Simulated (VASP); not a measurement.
# Be2Cl3 (R-3c) in VASP: notebook, part 2 of 2

VASP 6.6.1. The steps go on from the part before.

## 4. Single point, PBE

This run uses another cell than the first one, of 18.91 Å³/atom.

INCAR

```
ALGO = Normal
EDIFF = 1E-6
ENCUT = 520
GGA = PE
ISIF = 2
ISMEAR = 0
LASPH = True
LCHARG = True
LELF = True
LREAL = False
LVHAR = True
LWAVE = False
NBANDS = 36
NELM = 100
PREC = Accurate
SIGMA = 0.1
```

KPOINTS

```
k-points
0
Gamma
  6 6 6
```

POSCAR

```
Be2Cl3
1.0
    3.1067892359      1.7937056016      5.6548229577
   -3.1067892359      1.7937056016      5.6548229577
    0.0000000000     -3.5874112034      5.6548229577
Be Cl
4 6
Direct
    0.8521800000      0.8521800000      0.8521800000
    0.6478200000      0.6478200000      0.6478200000
    0.1478200000      0.1478200000      0.1478200000
    0.3521800000      0.3521800000      0.3521800000
    0.0562500000      0.4437500000      0.7500000000
    0.7500000000      0.0562500000      0.4437500000
    0.4437500000      0.7500000000      0.0562500000
    0.9437500000      0.5562500000      0.2500000000
    0.2500000000      0.9437500000      0.5562500000
    0.5562500000      0.2500000000      0.9437500000
```

Launch:

```console
$ cat potpaw_PBE.64/Be/POTCAR potpaw_PBE.64/Cl/POTCAR > POTCAR
$ mpirun -np 1 vasp_std > vasp.out
```

Wall time 8.3 min (1 thread of Intel Xeon 8259CL, shared host); peak memory 0.42 GiB.

Results (log left out):

- Free energy: -29.2043 eV
- Pressure: -4.6 GPa
- Largest force: 0.516 eV/Å
- Band gap on the k mesh: zero (bands 25 and 26 overlap by 0.51 eV)

Forces on the atoms (eV/Å):
```
Be   0.000  0.000  0.138
Be   0.000  0.000 -0.138
Be   0.000  0.000 -0.138
Be   0.000  0.000  0.138
Cl   0.516  0.000  0.000
Cl  -0.258  0.447  0.000
Cl  -0.258 -0.447  0.000
Cl  -0.516  0.000  0.000
Cl   0.258 -0.447  0.000
Cl   0.258  0.447  0.000
```

Stress tensor (GPa, compression positive):
```
-5.76  0.00  0.00
 0.00 -5.76  0.00
 0.00  0.00 -2.13
```

Levels at points of the mesh, in eV from the Fermi level:
```
           k point  band 23  band 24  band 25  band 26  band 27  band 28
(0.00, 0.00, 0.00)    -4.97    -4.97    -1.37    -0.21     0.51     1.39
(0.50, 0.00, 0.00)    -5.04    -5.04    -0.06    -0.06     0.56     0.56
(0.50, 0.50, 0.00)    -5.19    -5.09     0.17     0.37     0.73     1.04
(0.50, 0.50, 0.50)    -5.14    -5.14    -0.04    -0.04     0.72     0.72
```

Caveat: the cell stands under tension.

## 5. Single point, PBE

This run uses another cell than the first one, of 21.64 Å³/atom.

INCAR

```
SYSTEM = Be2Cl3
PREC = Accurate
ENCUT = 520
EDIFF = 1E-6
ISMEAR = 0
SIGMA = 0.1
LREAL = .False.
LASPH = .True.
NELM = 60
ALGO = Normal
ISIF = 2
LWAVE = .False.
LCHARG = .True.
GGA = PE
LELF = .True.
LVHAR = .True.
NBANDS = 36
```

KPOINTS

```
Automatic mesh
0
Gamma
  6 6 6
  0 0 0
```

POSCAR

```
Be2Cl3
1.0
    2.9776724967      1.7191600175      7.0447199758
   -2.9776724967      1.7191600175      7.0447199758
    0.0000000000     -3.4383200351      7.0447199758
Be Cl
4 6
Direct
    0.4434161602      0.4434161602      0.4434161602
    0.0565838398      0.0565838398      0.0565838398
    0.5565838398      0.5565838398      0.5565838398
    0.9434161602      0.9434161602      0.9434161602
    0.5986074506      0.9013925494      0.2500000000
    0.2500000000      0.5986074506      0.9013925494
    0.9013925494      0.2500000000      0.5986074506
    0.4013925494      0.0986074506      0.7500000000
    0.7500000000      0.4013925494      0.0986074506
    0.0986074506      0.7500000000      0.4013925494
```

Potentials or basis: VASP PAW PBE potentials, release 64 (Be, Cl).

Launch:

```console
$ cat potpaw_PBE.64/Be/POTCAR potpaw_PBE.64/Cl/POTCAR > POTCAR
$ mpirun -np 1 vasp_std > vasp.out
```

OUTCAR:

```text
SYSTEM = Be2Cl3
   PREC = Accurate
   ENCUT = 520
   EDIFF = 1E-6
   ISMEAR = 0
   LREAL = .False.
   LASPH = .True.
   NELM = 60
   ISIF = 2
   GGA = PE

 ion  position               nearest neighbor table
   1  0.443  0.443  0.443-  10 2.02   8 2.02   9 2.02
   2  0.057  0.057  0.057-   9 2.02   8 2.02  10 2.02
   3  0.557  0.557  0.557-   7 2.02   5 2.02   6 2.02
   4  0.943  0.943  0.943-   6 2.02   5 2.02   7 2.02
   5  0.599  0.901  0.250-   3 2.02   4 2.02
   6  0.250  0.599  0.901-   4 2.02   3 2.02
   7  0.901  0.250  0.599-   3 2.02   4 2.02
[... 1159 lines left out ...]
  in kB       -0.4544095     -0.4544095     -0.4325393      0.0000000      0.0000000      0.0000000
  external PRESSURE =      -0.4471194 kB  Pullay stress =       0.0000000 kB

 VOLUME and BASIS-vectors are now :
 -----------------------------------------------------------------------------
  energy-cutoff  :      520.00
  volume of cell :      216.38
      direct lattice vectors                 reciprocal lattice vectors
     2.977672497  1.719160017  7.044719976     0.167916385  0.096946570  0.047316761
    -2.977672497  1.719160017  7.044719976    -0.167916385  0.096946570  0.047316761
     0.000000000 -3.438320035  7.044719976     0.000000000 -0.193893140  0.047316761

 POSITION                                       TOTAL-FORCE (eV/Angst)
 -----------------------------------------------------------------------------------
      0.00000     -0.00000      9.37123         0.000000     -0.000000      0.006220
      0.00000     -0.00000      1.19585         0.000000      0.000000     -0.006220
      0.00000     -0.00000     11.76293         0.000000      0.000000     -0.006220
      0.00000     -0.00000     19.93831         0.000000     -0.000000      0.006220
     -0.90159      1.71916     12.32826        -0.001883      0.000000      0.000000
     -1.03804     -1.64038     12.32826         0.000941     -0.001630      0.000000
      1.93963     -0.07878     12.32826         0.000941      0.001630      0.000000
      0.90159     -1.71916      8.80590         0.001883      0.000000      0.000000
      1.03804      1.64038      8.80590        -0.000941      0.001630      0.000000
     -1.93963      0.07878      8.80590        -0.000941     -0.001630      0.000000
 -----------------------------------------------------------------------------------
    total drift:                                0.000000      0.000000     -0.000000

  FREE ENERGIE OF THE ION-ELECTRON SYSTEM (eV)
  ---------------------------------------------------
  free  energy   TOTEN  =       -35.0814707453 eV

  energy  without entropy=      -35.0618966453  energy(sigma->0) =      -35.07168370
```

Run time: 12 min. Hardware: 1 thread of Intel Xeon 8259CL, shared host; peak memory 0.58 GiB.

What came out:

| Quantity | Value |
| --- | --- |
| Free energy | -35.0815 eV |
| Pressure | 0.0 GPa |
| Largest force | 0.006 eV/Å |
| Band gap on the k mesh | zero (bands 25 and 26 overlap by 0.16 eV) |

Forces in eV/Å, atoms in the order of the input:
```
Be   0.000  0.000  0.006
Be   0.000  0.000 -0.006
Be   0.000  0.000 -0.006
Be   0.000  0.000  0.006
Cl  -0.002  0.000  0.000
Cl   0.001 -0.002  0.000
Cl   0.001  0.002  0.000
Cl   0.002  0.000  0.000
Cl  -0.001  0.002  0.000
Cl  -0.001 -0.002  0.000
```

## 6. Relaxation of cell and atoms, PBE

INCAR

```
PREC     = Accurate       # precision mode
ENCUT    = 600            # plane-wave cutoff, eV
EDIFF    = 1E-6           # SCF threshold, eV
ISMEAR   = 0              # smearing method
SIGMA    = 0.1            # smearing width, eV
LREAL    = False          # projectors in reciprocal space
LASPH    = True           # aspherical terms in the spheres
NELM     = 100            # most SCF steps
ALGO     = Normal         # electronic algorithm
ISIF     = 3              # what is computed and relaxed
LWAVE    = False          # write WAVECAR
LCHARG   = False          # write CHGCAR
GGA      = PE             # functional
IBRION   = 2              # ionic algorithm
NSW      = 100            # ionic steps
EDIFFG   = -0.01          # ionic threshold
```

KPOINTS

```
Automatic mesh
0
Gamma
  6 6 6
```

POSCAR

```
Be2Cl3
1.0
    2.9817633988      1.7215219009      6.9590437613
   -2.9817633988      1.7215219009      6.9590437613
    0.0000000000     -3.4430438019      6.9590437613
Be Cl
4 6
Direct
    0.4433199628      0.4433199628      0.4433199628
    0.0566800372      0.0566800372      0.0566800372
    0.5566800372      0.5566800372      0.5566800372
    0.9433199628      0.9433199628      0.9433199628
    0.5984420445      0.9015579555      0.2500000000
    0.2500000000      0.5984420445      0.9015579555
    0.9015579555      0.2500000000      0.5984420445
    0.4015579555      0.0984420445      0.7500000000
    0.7500000000      0.4015579555      0.0984420445
    0.0984420445      0.7500000000      0.4015579555
```

Potentials or basis: VASP PAW PBE potentials, release 64 (Be, Cl).

Launch:

```console
$ cat potpaw_PBE.64/Be/POTCAR potpaw_PBE.64/Cl/POTCAR > POTCAR
$ mpirun -np 1 vasp_std > vasp.out
```

It took 39 min on 1 thread of Intel Xeon 8259CL, shared host; peak memory 0.72 GiB.

It converged, with:

| Item | Value |
| --- | --- |
| Free energy | -35.0830 eV |
| Relaxed volume | 21.64 Å³/atom |
| Relaxed cell | a = 7.842 Å, b = 7.842 Å, c = 7.842 Å, α = 44.63°, β = 44.63°, γ = 44.63° |
| Space group after relaxing (to 0.1 Å) | R-3c (No. 167) |
| Energy gained by relaxing | 0.3 meV/atom |
| Ionic steps | 7 |
| Pressure after relaxing | 0.0 GPa |
| Band gap on the k mesh | zero (bands 25 and 26 overlap by 0.16 eV) |

The path:
```
step  energy change (eV)  largest force (eV/Å)  pressure (GPa)  volume (Å³)
   1              0.0000                0.0210            0.07       214.33
   2             -0.0012                0.0010            0.10       214.63
   3             -0.0022                0.0401            0.15       215.23
   4             -0.0028                0.0264           -0.02       216.25
   5             -0.0029                0.0243           -0.05       216.41
   6             -0.0031                0.0138           -0.03       216.42
   7             -0.0031                0.0014           -0.01       216.43
```

Final structure:
```
Be Cl
1.0
     2.97738    1.71899    7.04781
    -2.97738    1.71899    7.04781
     0.00000   -3.43798    7.04781
Be Cl
4 6
Cartesian
  0.0000 0.0000 9.3762
  0.0000 0.0000 1.1955
  0.0000 0.0000 11.7672
  0.0000 0.0000 19.9479
  -0.9014 1.7190 12.3337
  -1.0380 -1.6402 12.3337
  1.9394 -0.0788 12.3337
  0.9014 -1.7190 8.8098
  1.0380 1.6402 8.8098
  -1.9394 0.0788 8.8098
```

Levels at points of the mesh, in eV from the Fermi level:
```csv
k point,band 21,band 22,band 23,band 24,band 25,band 26,band 27,band 28,band 29,band 30
"(0.00, 0.00, 0.00)",-3.83,-3.83,-3.76,-3.76,-1.32,1.31,3.23,3.41,3.41,3.96
"(0.50, 0.00, 0.00)",-4.13,-4.13,-4.07,-4.07,-0.11,-0.11,3.70,3.70,4.53,4.53
"(0.50, 0.50, 0.00)",-4.32,-4.29,-4.14,-4.00,-0.33,0.52,3.28,3.92,4.23,4.25
"(0.50, 0.50, 0.50)",-3.80,-3.80,-3.80,-3.80,0.00,0.00,3.72,3.72,4.11,4.11
```

## 7. The runs side by side

| task | cell | k mesh | cutoff (eV) | gap on the mesh (eV) | pressure (GPa) | relaxed volume (Å³/atom) | largest force (eV/Å) |
| --- | --- | --- | --- | --- | --- | --- | --- |
| single point | a = 7.764 Å, angles 45.2°, 10 atoms, atomic positions A | 3 × 3 × 3 | 520 | none | 0.1 | - | 0.01 |
| relaxation of cell and atoms | relaxed from a = 6.697 Å, angles 55.3°, 10 atoms, atomic positions B | 3 × 3 × 3 | 600 | none | 0.0 | 26.02 | 0.02 |
| single point | a = 6.697 Å, angles 55.3°, 10 atoms, atomic positions B | 6 × 6 × 6 | 520 | none | -4.6 | - | 0.52 |
| single point | a = 7.839 Å, angles 44.6°, 10 atoms, atomic positions A | 6 × 6 × 6 | 520 | none | 0.0 | - | 0.01 |
| relaxation of cell and atoms | relaxed from a = 7.764 Å, angles 45.2°, 10 atoms, atomic positions A | 6 × 6 × 6 | 600 | none | 0.0 | 21.64 | - |

Alike in all rows: level PBE; potentials or basis VASP PAW PBE potentials, release 64 (Be, Cl); no spin polarisation; smearing gaussian 0.1 eV.

Caveats: some runs use coarse meshes; the volume moved by over 15 % at a fixed basis, so the end points are rough (at least some runs); the cell stands under tension (at least some runs).

Total energies depend on the potentials used, so only differences within one code and one set of settings carry meaning.
